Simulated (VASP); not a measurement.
# Ba2C (fluorite type) (Fm-3m) in VASP: notebook, part 2 of 2

VASP 6.6.1.

## 3. Relaxation of cell and atoms, PBE

This run uses another cell than the first one, of 33.37 Å³/atom, 1.148 times its volume.

Input file INCAR:

```
PREC = Accurate
ENCUT = 600
EDIFF = 1E-6
ISMEAR = -1
SIGMA = 0.05
LREAL = False
LASPH = True
NELM = 100
ALGO = Normal
ISIF = 3
LWAVE = False
LCHARG = False
GGA = PE
IBRION = 2
NSW = 100
EDIFFG = -0.005
```

Input file KPOINTS:

```
Automatic mesh
0
Gamma
  10 10 10
```

Input file POSCAR:

```
Ba2C
1.0
    0.0000000000      3.6854175856      3.6854175856
    3.6854175856      0.0000000000      3.6854175856
    3.6854175856      3.6854175856      0.0000000000
C Ba
1 2
Direct
    0.0000000000      0.0000000000      0.0000000000
    0.2500000000      0.2500000000      0.2500000000
    0.7500000000      0.7500000000      0.7500000000
```

Potentials or basis: VASP PAW PBE potentials, release 64 (C, Ba_sv).

Launch:

```console
$ cat potpaw_PBE.64/C/POTCAR potpaw_PBE.64/Ba_sv/POTCAR > POTCAR
$ mpirun -np 1 vasp_std > vasp.out
```

OUTCAR:

```text
PREC = Accurate
   ENCUT = 600
   EDIFF = 1E-6
   ISMEAR = -1
   LREAL = False
   LASPH = True
   NELM = 100
   ISIF = 3
   GGA = PE
   IBRION = 2
   NSW = 100
   EDIFFG = -0.005

 ion  position               nearest neighbor table
   1  0.000  0.000  0.000-   3 3.19   3 3.19   3 3.19   2 3.19   3 3.19   2 3.19   2 3.19   2 3.19

   2  0.250  0.250  0.250-   1 3.19   1 3.19   1 3.19   1 3.19   3 3.69   3 3.69   3 3.69   3 3.69
                             3 3.69   3 3.69
   3  0.750  0.750  0.750-   1 3.19   1 3.19   1 3.19   1 3.19   2 3.69   2 3.69   2 3.69   2 3.69
                             2 3.69   2 3.69

  LATTYP: Found a face centered cubic cell.
 ALAT       =     7.3708351712

  Lattice vectors:

 A1 = (   0.0000000000,   3.6854175856,   3.6854175856)
 A2 = (   3.6854175856,   0.0000000000,   3.6854175856)
 A3 = (   3.6854175856,   3.6854175856,   0.0000000000)

Analysis of symmetry for initial positions (statically):
=====================================================================
 Subroutine PRICEL returns:
 Original cell was already a primitive cell.

 Routine SETGRP: Setting up the symmetry group for a
 face centered cubic supercell.

 Subroutine GETGRP returns: Found 48 space group operations
 (whereof 48 operations were pure point group operations)
 out of a pool of 48 trial point group operations.

The static configuration has the point symmetry O_h .

Analysis of symmetry for dynamics (positions and initial velocities):
=====================================================================
 Subroutine PRICEL returns:
 Original cell was already a primitive cell.

 Routine SETGRP: Setting up the symmetry group for a
 face centered cubic supercell.

 Subroutine GETGRP returns: Found 48 space group operations
 (whereof 48 operations were pure point group operations)
 out of a pool of 48 trial point group operations.

The dynamic configuration has the point symmetry O_h .

 Subroutine INISYM returns: Found 48 space group operations
 (whereof 48 operations are pure point group operations),
 and found     1 'primitive' translations

----------------------------------------------------------------------------------------

                                     Primitive cell

  volume of cell :     100.1129

  direct lattice vectors                    reciprocal lattice vectors
     0.000000000  3.685417586  3.685417586    -0.135669836  0.135669836  0.135669836
     3.685417586  0.000000000  3.685417586     0.135669836 -0.135669836  0.135669836
     3.685417586  3.685417586  0.000000000     0.135669836  0.135669836 -0.135669836

  length of vectors
     5.211967533  5.211967533  5.211967533     0.234987049  0.234987049  0.234987049

  position of ions in fractional coordinates (direct lattice)
     0.000000000  0.000000000  0.000000000
     0.250000000  0.250000000  0.250000000
     0.750000000  0.750000000  0.750000000

  ion indices of the primitive-cell ions
   primitive index   ion index
                 1           1
                 2           2
                 3           3

----------------------------------------------------------------------------------------

 KPOINTS: Automatic mesh

Automatic generation of k-mesh.
 Grid dimensions read from file:
 generate k-points for:   10   10   10

 Generating k-lattice:

  Cartesian coordinates                     Fractional coordinates (reciprocal lattice)
    -0.013566984  0.013566984  0.013566984     0.100000000  0.000000000  0.000000000
     0.013566984 -0.013566984  0.013566984     0.000000000  0.100000000  0.000000000
     0.013566984  0.013566984 -0.013566984     0.000000000  0.000000000  0.100000000

  Length of vectors
     0.023498705  0.023498705  0.023498705

  Shift w.r.t. Gamma in fractional coordinates (k-lattice)
     0.000000000  0.000000000  0.000000000

 Subroutine IBZKPT returns following result:
 ===========================================

 Found     47 irreducible k-points:

 Following reciprocal coordinates:
            Coordinates               Weight
  0.000000  0.000000  0.000000      1.000000
  0.100000  0.000000  0.000000      8.000000
  0.200000  0.000000  0.000000      8.000000
  0.300000  0.000000  0.000000      8.000000
  0.400000  0.000000  0.000000      8.000000
  0.500000  0.000000  0.000000      4.000000
[... 16 lines left out ...]
  0.300000  0.300000  0.000000      6.000000
  0.400000  0.300000  0.000000     24.000000
 [... further k-points ...]
   k-points           NKPTS =     47   k-points in BZ     NKDIM =     47   number of bands    NBANDS=     16
   number of dos      NEDOS =    301   number of ions     NIONS =      3
   total plane-waves  NPLWV =  74088
   dimension x,y,z NGX =    42 NGY =   42 NGZ =   42
   dimension x,y,z NGXF=    84 NGYF=   84 NGZF=   84
   ions per type =               1   2
   NGX,Y,Z   is equivalent  to a cutoff of  13.40, 13.40, 13.40 a.u.
   NGXF,Y,Z  is equivalent  to a cutoff of  26.79, 26.79, 26.79 a.u.
 SYSTEM =  unknown system
   PREC   = accura    normal or accurate (medium, high low for compatibility)
   ISTART =      0    job   : 0-new  1-cont  2-samecut
   ICHARG =      2    charge: 1-file 2-atom 10-const
   ISPIN  =      1    spin polarized calculation?
   LNONCOLLINEAR =      F non collinear calculations
   LSORBIT =      F    spin-orbit coupling
   LASPH  =      T    aspherical Exc in radial PAW
   ENCUT  =  600.0 eV  44.10 Ry    6.64 a.u.  10.41 10.41 10.41*2*pi/ulx,y,z
   NELM   =    100;   NELMIN=  2; NELMDL= -5     # of ELM steps
   EDIFF  = 0.1E-05   stopping-criterion for ELM
   LREAL  =      F    real-space projection
   EDIFFG = -.5E-02   stopping-criterion for IOM
   NSW    =    100    number of steps for IOM
   IBRION =      2    ionic relax: 0-MD 1-quasi-New 2-CG
   NFREE  =      1    steps in history (QN), initial steepest desc. (CG)
   ISIF   =      3    stress and relaxation
   ISYM   =      2    0-nonsym 1-usesym 2-fastsym
   POTIM  = 0.5000    time-step for ionic-motion
   TEBEG  =    0.0;   TEEND  =   0.0 temperature during run
   PSTRESS=    0.0 pullay stress
   NELECT =      24.0000    total number of electrons
   NUPDOWN=      -1.0000    fix difference up-down
   EMIN   =  10.00;   EMAX   =-10.00  energy-range for DOS
   EFERMI =   0.00;   METHOD = LEGACY
   ISMEAR =    -1;   SIGMA  =   0.05  broadening in eV -4-tet -1-fermi 0-gaus
   EFERMI_NEDOS =   21; number of points for ismear=-14 and -15
   IALGO  =     38    algorithm
   IMIX   =      4    mixing-type and parameters
     AMIX     =   0.40;   BMIX     =  1.00
     AMIX_MAG =   1.60;   BMIX_MAG =  1.00
  volume/ion in A,a.u.               =      33.37       225.20
  Fermi-wavevector in a.u.,A,eV,Ry     =   1.016987  1.921826 14.071984  1.034262
  Thomas-Fermi vector in A             =   2.150362
   LORBIT       =      0    0 simple, 1 ext, 2 COOP (PROOUT), +10 PAW based schemes
   GGA     = PE    functional components
   LHFCALC =     F    Hartree Fock is set to
   AEXX    =    0.0000 exact exchange contribution
   IVDW    =     0    specifies the selected vdW correction
   LEPSILON=     F    determine dielectric tensor
   LRPA    =     F    only Hartree local field effects (RPA)
 conjugate gradient relaxation of ions
 non-spin polarized calculation
  energy-cutoff  :      600.00
  volume of cell :      100.11
 maximum number of plane-waves:      3383
 NGX is ok and might be reduce to    42
   NGX = 21   NGY = 21   NGZ = 21

--------------------------------------- Ionic step        1  -------------------------------------------

 number of electron      23.9999999 magnetization

 Free energy of the ion-electron system (eV)
  ---------------------------------------------------
  ext. energy  EPLUGINS =         0.00000000
  ---------------------------------------------------
  free energy    TOTEN  =       -10.71799660 eV

  energy without entropy =      -10.70933600  energy(sigma->0) =      -10.71366630

 E-fermi :   2.6262     XC(G=0):  -8.6622

 val. band max:        2.6013917141   @ k =   0.5000   0.4000   0.0000
 cond. band min:       2.6714067237   @ k =   0.5000   0.5000   0.0000
 fundamental gap:      0.0700150095
 Fermi energy:         2.6261939751

 k-point     1 :       0.0000    0.0000    0.0000
  band No.  band energies     occupation
      1     -25.7832      2.00000
      2     -25.4059      2.00000
      3     -11.2369      2.00000
      4     -11.2369      2.00000
      5     -11.2369      2.00000
      6     -10.3782      2.00000
[... 8 lines left out ...]
     15       3.0171      0.00080
     16       6.5820      0.00000
[... 582 lines left out ...]
  energy  without entropy=      -10.8069267567  energy(sigma->0) =      -10.81027167

--------------------------------------- Ionic step        5  -------------------------------------------

 number of electron      24.0000001 magnetization

 Free energy of the ion-electron system (eV)
  ---------------------------------------------------
  ext. energy  EPLUGINS =         0.00000000
  ---------------------------------------------------
  free energy    TOTEN  =       -10.81362903 eV

  energy without entropy =      -10.80692554  energy(sigma->0) =      -10.81027729

 E-fermi :   3.1347     XC(G=0):  -9.0805

 val. band max:        3.1310514254   @ k =   0.0000   0.0000   0.0000
 cond. band min:       3.1766937317   @ k =  -0.4000   0.3000   0.0000
 fundamental gap:      0.0456423063
 Fermi energy:         3.1347196907

 k-point     1 :       0.0000    0.0000    0.0000
  band No.  band energies     occupation
      1     -25.2037      2.00000
      2     -24.6545      2.00000
      3     -10.7124      2.00000
      4     -10.7124      2.00000
      5     -10.7124      2.00000
      6      -9.6100      2.00000
[... 8 lines left out ...]
     15       3.4076      0.00849
     16       7.4474      0.00000
[... 467 lines left out ...]
  FREE ENERGIE OF THE ION-ELECTRON SYSTEM (eV)
  ---------------------------------------------------
  free  energy   TOTEN  =       -10.8136290321 eV

  energy  without entropy=      -10.8069255393  energy(sigma->0) =      -10.81027729

 reached required accuracy - stopping structural energy minimisation
```

OSZICAR:

```text
N       E                     dE             d eps       ncg     rms          rms(c)
DAV:   1     0.168154647324E+03    0.16815E+03   -0.11696E+04  1504   0.145E+03
DAV:   2    -0.206629506622E+01   -0.17022E+03   -0.16815E+03  2056   0.246E+02
DAV:   3    -0.136932333137E+02   -0.11627E+02   -0.11555E+02  2168   0.695E+01
DAV:   4    -0.140399306875E+02   -0.34670E+00   -0.34667E+00  2416   0.957E+00
[... 46 lines left out ...]
DAV:   1    -0.108137582226E+02   -0.14173E-03   -0.39973E-03  1696   0.471E-01    0.602E-02
DAV:   2    -0.108136673978E+02    0.90825E-04   -0.36679E-04  1880   0.114E-01    0.274E-02
DAV:   3    -0.108136397403E+02    0.27658E-04   -0.20240E-04  2280   0.591E-02    0.182E-02
DAV:   4    -0.108136293576E+02    0.10383E-04   -0.78060E-05  2152   0.414E-02    0.651E-03
DAV:   5    -0.108136290321E+02    0.32548E-06   -0.18140E-06  1264   0.731E-03
   5 F= -.10813629E+02 E0= -.10810277E+02  d E =-.124414E-04
```

CONTCAR:

```text
Ba2C
   1.00000000000000
     0.0000000000000000    3.5580938755576526    3.5580938755576526
     3.5580938755576526    0.0000000000000000    3.5580938755576526
     3.5580938755576526    3.5580938755576526   -0.0000000000000000
  C               Ba
     1     2
Direct
     0.0000000000000000    0.0000000000000000    0.0000000000000000
     0.2500000000000000    0.2500000000000000    0.2500000000000000
     0.7500000000000000    0.7500000000000000    0.7500000000000000

  0.00000000E+00  0.00000000E+00  0.00000000E+00
  0.00000000E+00  0.00000000E+00  0.00000000E+00
  0.00000000E+00  0.00000000E+00  0.00000000E+00
```

It took 3.7 min on 1 thread of Intel Xeon Platinum 8488C (Sapphire Rapids), shared host; peak memory 0.32 GiB.

Results:

| Quantity | Value |
| --- | --- |
| Free energy | -10.8136 eV |
| Relaxed volume | 30.03 Å³/atom |
| Relaxed cell | a = 5.032 Å, b = 5.032 Å, c = 5.032 Å, α = 60.00°, β = 60.00°, γ = 60.00° |
| Space group after relaxing (to 0.05 Å) | Fm-3m (No. 225) |
| Energy gained by relaxing | 31.9 meV/atom |
| Ionic steps | 5 |
| Pressure after relaxing | 0.0 GPa |
| Band gap on the k mesh | zero (band 12 reaches 3.18 eV, above the bottom of band 13 at 3.13 eV) |

The path:
```tsv
step	energy change (eV)	largest force (eV/Å)	pressure (GPa)	volume (Å³)
1	0.0000	0.0000	-2.77	100.11
2	-0.0917	0.0000	-0.66	91.97
3	-0.0956	0.0000	-0.03	90.19
4	-0.0956	0.0000	0.04	89.99
5	-0.0956	0.0000	0.01	90.09
```

Final structure:
```
C Ba
1.0
     0.00000    3.55809    3.55809
     3.55809    0.00000    3.55809
     3.55809    3.55809    0.00000
C Ba
1 2
Direct
  0.00000 0.00000 0.00000
  0.25000 0.25000 0.25000
  0.75000 0.75000 0.75000
```

Levels at points of the mesh, in eV from the Fermi level:
| k point | band 10 | band 11 | band 12 | band 13 | band 14 | band 15 |
| --- | --- | --- | --- | --- | --- | --- |
| (0.00, 0.00, 0.00) | -1.82 | -1.82 | -1.82 | 0.00 | 0.27 | 0.27 |
| (0.50, 0.00, 0.00) | -0.80 | -0.72 | -0.72 | 1.24 | 2.19 | 2.19 |
| (0.50, 0.50, 0.00) | -1.64 | -0.23 | 0.05 | 0.05 | 1.15 | 1.63 |

Caveat: spin-orbit coupling is left out, which moves the levels of the heavy elements.

## 4. Single point, PBE, collinear spin, ferrimagnetic start

Input file INCAR:

```
SYSTEM = Ba2C
PREC = Accurate
ENCUT = 520
EDIFF = 1E-7
ISMEAR = -1
SIGMA = 0.05
LREAL = .FALSE.
LASPH = .TRUE.
NELM = 150
ALGO = Normal
ISIF = 2
LWAVE = .FALSE.
LCHARG = .FALSE.
ISPIN = 2
MAGMOM = 2 2 -0.5
LORBIT = 11
GGA = PE
NBANDS = 23
```

Input file KPOINTS:

```
regular mesh
0
G
  10 10 10
  0 0 0
```

Input file POSCAR:

```
Ba2C
1.0
    0.0000000000      3.5195247499      3.5195247499
    3.5195247499      0.0000000000      3.5195247499
    3.5195247499      3.5195247499      0.0000000000
C Ba
1 2
Direct
    0.0000000000      0.0000000000      0.0000000000
    0.2500000000      0.2500000000      0.2500000000
    0.7500000000      0.7500000000      0.7500000000
```

Potentials or basis: VASP PAW PBE potentials, release 64 (C, Ba_sv).

Launch:

```console
$ cat potpaw_PBE.64/C/POTCAR potpaw_PBE.64/Ba_sv/POTCAR > POTCAR
$ mpirun -np 1 vasp_std > vasp.out
```

OUTCAR:

```text
SYSTEM = Ba2C
   PREC = Accurate
   ENCUT = 520
   EDIFF = 1E-7
   ISMEAR = -1
   LREAL = .FALSE.
   LASPH = .TRUE.
   NELM = 150
   ISIF = 2
   ISPIN = 2
   LORBIT = 11
   GGA = PE

 ion  position               nearest neighbor table
   1  0.000  0.000  0.000-   3 3.05   3 3.05   3 3.05   2 3.05   2 3.05   2 3.05   3 3.05   2 3.05

   2  0.250  0.250  0.250-   1 3.05   1 3.05   1 3.05   1 3.05   3 3.52   3 3.52   3 3.52   3 3.52
                             3 3.52   3 3.52
   3  0.750  0.750  0.750-   1 3.05   1 3.05   1 3.05   1 3.05   2 3.52   2 3.52   2 3.52   2 3.52
                             2 3.52   2 3.52

  LATTYP: Found a face centered cubic cell.
 ALAT       =     7.0390494998

  Lattice vectors:

 A1 = (   0.0000000000,   3.5195247499,   3.5195247499)
 A2 = (   3.5195247499,   0.0000000000,   3.5195247499)
 A3 = (   3.5195247499,   3.5195247499,   0.0000000000)

Analysis of symmetry for initial positions (statically):
=====================================================================
 Subroutine PRICEL returns:
 Original cell was already a primitive cell.

 Routine SETGRP: Setting up the symmetry group for a
 face centered cubic supercell.

 Subroutine GETGRP returns: Found 48 space group operations
 (whereof 48 operations were pure point group operations)
 out of a pool of 48 trial point group operations.

The static configuration has the point symmetry O_h .

Analysis of symmetry for dynamics (positions and initial velocities):
=====================================================================
 Subroutine PRICEL returns:
 Original cell was already a primitive cell.

 Routine SETGRP: Setting up the symmetry group for a
 face centered cubic supercell.

 Subroutine GETGRP returns: Found 48 space group operations
 (whereof 48 operations were pure point group operations)
 out of a pool of 48 trial point group operations.

The dynamic configuration has the point symmetry O_h .

Analysis of structural, dynamic, and magnetic symmetry:
=====================================================================
 Subroutine PRICEL returns:
 Original cell was already a primitive cell.

 Routine SETGRP: Setting up the symmetry group for a
 face centered cubic supercell.

[... 152 lines left out ...]
  free energy    TOTEN  =       -10.80068609 eV

  energy without entropy =      -10.79437979  energy(sigma->0) =      -10.79753294

 E-fermi :   3.3015     XC(G=0):  -9.2143

 val. band max:        3.2604907031   @ k =   0.5000   0.4000   0.0000
 cond. band min:       3.3374129106   @ k =  -0.3000   0.3000   0.0000
 fundamental gap:      0.0769222075
 Fermi energy:         3.3015274361

 spin component 1

 k-point     1 :       0.0000    0.0000    0.0000
  band No.  band energies     occupation
      1     -25.0256      1.00000
      2     -24.4105      1.00000
      3     -10.5489      1.00000
      4     -10.5489      1.00000
      5     -10.5489      1.00000
      6      -9.3610      1.00000
[... 613 lines left out ...]
     22      10.6262      0.00000
     23      12.0552      0.00000

 [... further k-points ...]

 spin component 2

 k-point     1 :       0.0000    0.0000    0.0000
  band No.  band energies     occupation
      1     -25.0256      1.00000
      2     -24.4105      1.00000
      3     -10.5489      1.00000
      4     -10.5489      1.00000
      5     -10.5489      1.00000
      6      -9.3610      1.00000
[... 613 lines left out ...]
     22      10.6262      0.00000
     23      12.0552      0.00000

 [... further k-points ...]
[... 5 lines left out ...]
  --------------------------------------------------------------------------------------
  -------------------------------------------------------------------------------------
  Total        0.6511679      0.6511679      0.6511679      0.0000000      0.0000000     -0.0000000
  in kB       11.9652419     11.9652419     11.9652419      0.0000000      0.0000000     -0.0000000
  external PRESSURE =      11.9652419 kB  Pullay stress =       0.0000000 kB

 VOLUME and BASIS-vectors are now :
 -----------------------------------------------------------------------------
  energy-cutoff  :      520.00
  volume of cell :       87.19
      direct lattice vectors                 reciprocal lattice vectors
     0.000000000  3.519524750  3.519524750    -0.142064635  0.142064635  0.142064635
     3.519524750  0.000000000  3.519524750     0.142064635 -0.142064635  0.142064635
     3.519524750  3.519524750  0.000000000     0.142064635  0.142064635 -0.142064635

 POSITION                                       TOTAL-FORCE (eV/Angst)
 -----------------------------------------------------------------------------------
      0.00000      0.00000      0.00000        -0.000000     -0.000000     -0.000000
      1.75976      1.75976      1.75976        -0.000000     -0.000000     -0.000000
      5.27929      5.27929      5.27929         0.000000      0.000000      0.000000
 -----------------------------------------------------------------------------------
    total drift:                               -0.000000     -0.000000      0.000000

  FREE ENERGIE OF THE ION-ELECTRON SYSTEM (eV)
  ---------------------------------------------------
  free  energy   TOTEN  =       -10.8006860881 eV

  energy  without entropy=      -10.7943797862  energy(sigma->0) =      -10.79753294

 total charge

# of ion       s       p       d       tot
------------------------------------------
    1        0.892   1.250   0.000   2.142
    2        2.043   5.549   0.471   8.062
    3        2.043   5.549   0.471   8.062
--------------------------------------------------
tot          4.978  12.348   0.941  18.266

 magnetization (x)

# of ion       s       p       d       tot
------------------------------------------
    1        0.000   0.000   0.000   0.000
    2       -0.000   0.000  -0.000  -0.000
    3       -0.000   0.000  -0.000  -0.000
--------------------------------------------------
tot         -0.000   0.000  -0.000   0.000
```

Run time: 4 min. Hardware: 1 thread of Intel Xeon Platinum 8488C (Sapphire Rapids), shared host; peak memory 0.37 GiB.

Results:

```yaml
Free_energy: -10.8007 eV
Pressure: 1.2 GPa
Band_gap_on_the_k_mesh: zero (filled and empty bands overlap)
Net_moment: 0.00 μB per cell
Valence_electrons_inside_the_program's_atomic_spheres: C 2.14; Ba 8.06
```

Caveat: spin-orbit coupling is left out, which moves the levels of the heavy elements.

## 5. Summary

| task | spin | cell | cutoff (eV) | gap on the mesh (eV) | pressure (GPa) |
| --- | --- | --- | --- | --- | --- |
| single point | off | a = 4.977 Å, angles 60.0°, 3 atoms | 520 | none | 1.2 |
| relaxation of cell and atoms | off | relaxed from a = 5.212 Å, angles 60.0°, 3 atoms | 600 | none | 0.0 |
| single point | collinear, ferrimagnetic start | a = 4.977 Å, angles 60.0°, 3 atoms | 520 | none | 1.2 |

Alike in all rows: level PBE; potentials or basis VASP PAW PBE potentials, release 64 (C, Ba_sv); k mesh 10 × 10 × 10; smearing fermi-dirac 0.05 eV.

Caveats: spin-orbit coupling is left out, which moves the levels of the heavy elements.

Total energies depend on the potentials used, so only differences within one code and one set of settings carry meaning.
